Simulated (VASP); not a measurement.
A run of VASP 6.6.1:

The input POSCAR:

```
Al48CN48
1.0
    9.3892708200      5.4208981500      0.0000000000
   -9.3892709200      5.4208979800      0.0000000000
    0.0000000000      0.0000000000     10.0348065900
Al N C
48 48 1
Direct
   -0.0095073200      0.1644270900      0.2511726900
    0.1670170900      0.0001603400      0.2493976400
    0.3083687100      0.3215803700      0.2587722300
    0.0004227800      0.3342214200      0.5006954600
    0.1648967000      0.1651128200      0.5015159400
    0.3318928800     -0.0019395100      0.5015353200
    0.0014016100      0.1682440600      0.7508357000
    0.1681646500      0.0013689800      0.7512460700
    0.3335638300      0.3350860000      0.7459513400
    0.0007250800      0.3341911400      0.9998467700
    0.1704126400      0.1692043700      1.0013707500
    0.3360060600      0.0036179900      1.0013986600
    0.0056198800      0.6697531800      0.2490278400
    0.1643901600      0.4969999500      0.2495434100
    0.3312239600      0.8236222300      0.2511616600
    0.0013331300      0.8345280200      0.4998820100
    0.1680370200      0.6668080800      0.5011798000
    0.3344712700      0.5024317300      0.5004914400
    0.0027294300      0.6687646200      0.7507555400
    0.1681511200      0.5012563600      0.7507026600
    0.3350423200      0.8345691800      0.7508305100
    0.0021885600      0.8353817700      0.9999471400
    0.1691661100      0.6680647700      0.9992873100
    0.3349637300      0.4996185300      0.9989248600
    0.4883124300      0.1414036400      0.2588040100
    0.6638850400     -0.0024233100      0.2495541900
    0.8307244800      0.3341288100      0.2491970000
    0.5022910400      0.3354279500      0.4982626500
    0.6692367600      0.1676352900      0.5005193300
    0.8336494800      0.0012246100      0.5011893400
    0.5018912100      0.1667506400      0.7459466200
    0.6680815800      0.0013431800      0.7507047100
    0.8352411200      0.3347867000      0.7507314500
    0.5073548400      0.3405878800      0.9757410200
    0.6663965700      0.1681157700      0.9989490800
    0.8348981400      0.0023642500      0.9992789700
    0.5010608200      0.6640265500      0.2491811200
    0.6885174500      0.5218135700      0.2611765900
    0.8365880100      0.8388383400      0.2490512300
    0.5010374000      0.8335945500      0.5007099600
    0.6690872800      0.6721543200      0.5011140600
    0.8389926000      0.5022733400      0.5011118700
    0.5015983400      0.6684336900      0.7507167300
    0.6728969000      0.5060636500      0.7400714200
    0.8355776900      0.8359214200      0.7507548600
    0.5010077300      0.8339463300      0.9998371400
    0.6699496300      0.6676139300      0.9976331200
    0.8343812700      0.5031307900      0.9975896700
   -0.0007592200      0.1675772200      0.4417099300
    0.1678248300      0.0010238800      0.4404189300
    0.3328413400      0.3338404300      0.4437827800
   -0.0034525000      0.3324231600      0.1906859200
    0.1490965200      0.1586285400      0.1915219000
    0.3254171600     -0.0177999200      0.1915194400
    0.0019986200      0.1686722900      0.9405005100
    0.1689064400      0.0021030200      0.9415125900
    0.3339986500      0.3358508100      0.9344116700
    0.0016943500      0.3348239000      0.6910426200
    0.1669140500      0.1668678400      0.6903140400
    0.3336357000      0.0000682100      0.6903381600
    0.0033906300      0.6690490300      0.4398056700
    0.1671274500      0.4999783000      0.4402561800
    0.3343808400      0.8323948000      0.4417199600
    0.0003961000      0.8335747500      0.1906516200
    0.1668546300      0.6619314000      0.1896831300
    0.3322550700      0.4950228800      0.1912381400
    0.0035505800      0.6693886200      0.9408319400
    0.1682766100      0.5008232000      0.9411254400
    0.3354645600      0.8351890800      0.9404981200
    0.0014987900      0.8346904900      0.6906384500
    0.1686513300      0.6678653900      0.6912136600
    0.3349219100      0.5028012200      0.6896393200
    0.5006285200      0.1659588900      0.4438207800
    0.6668023700      0.0002866900      0.4402867800
    0.8340136200      0.3343100900      0.4396130000
    0.4153397800      0.2484456800      0.1781003400
    0.6617898800      0.1653349200      0.1912581300
    0.8288478700      0.0000911200      0.1896908500
    0.5026462700      0.1672172700      0.9343973200
    0.6676474200      0.0014762900      0.9411161800
    0.8341855400      0.3349179000      0.9415096200
    0.5021717000      0.3353620100      0.6889255700
    0.6696336600      0.1681060800      0.6896726900
    0.8346954800      0.0018492000      0.6912151000
    0.5011337100      0.6672064800      0.4396108900
    0.6729426000      0.5061065800      0.4484581100
    0.8358488900      0.8365575300      0.4398261800
    0.4992583500      0.8297785200      0.1906750300
    0.6716441700      0.6730848000      0.1898386400
    0.8396699300      0.5047305000      0.1898099500
    0.5017410400      0.6674344700      0.9414798200
    0.6774300000      0.5106072600      0.9249274800
    0.8361954200      0.8367389900      0.9408161200
    0.5016411700      0.8348823200      0.6910353100
    0.6686103700      0.6722030700      0.6888434000
    0.8390410600      0.5017942500      0.6888320800
    0.5366129300      0.3699472100      0.1669842500
```

Contents of INCAR.step1:

```
  PREC = Accurate
  ENCUT = 520
  EDIFF = 1E-5
  ISMEAR = -1
  SIGMA = 0.01
  LREAL = Auto
  LASPH = True
  NELM = 120
  ALGO = Normal
  ISIF = 2
  LWAVE = True
  LCHARG = False
  GGA = PE
  NBANDS = 248
  GGA_COMPAT = False
  ISYM = -1
  KPAR = 1
```

The input INCAR.step2:

```
  PREC = Accurate
  ENCUT = 520
  EDIFF = 1E-6
  ISMEAR = -1
  SIGMA = 0.01
  LREAL = Auto
  LASPH = True
  NELM = 120
  ALGO = Normal
  ISIF = 2
  LWAVE = False
  LCHARG = False
  GGA = PE
  LHFCALC = True
  HFSCREEN = 0.2079
  PRECFOCK = Fast
  ISTART = 1
  NBANDS = 248
  GGA_COMPAT = False
  ISYM = -1
  KPAR = 1
```

KPOINTS

```
explicit points
1
Reciprocal
  0.25000000   0.25000000   0.25000000 1
```

Potentials or basis: VASP PAW PBE potentials, release 64 (Al, N, C).

Run with:

```console
$ cat potpaw_PBE.64/Al/POTCAR potpaw_PBE.64/N/POTCAR potpaw_PBE.64/C/POTCAR > POTCAR
$ cp INCAR.step1 INCAR
$ mpirun -np 4 vasp_std > vasp.out
$ cp INCAR.step2 INCAR
$ mpirun -np 4 vasp_std > vasp.out
```

Hardware: 4 MPI ranks on Intel(R) Xeon(R) 6975P-C (Granite Rapids) (shared host).

Problem. Estimate the wall time of this run.

Solution. It took 10 min on 4 MPI ranks on Intel(R) Xeon(R) 6975P-C (Granite Rapids), with other jobs on the host, peak memory 0.83 GiB a rank. Counts: k points 1.
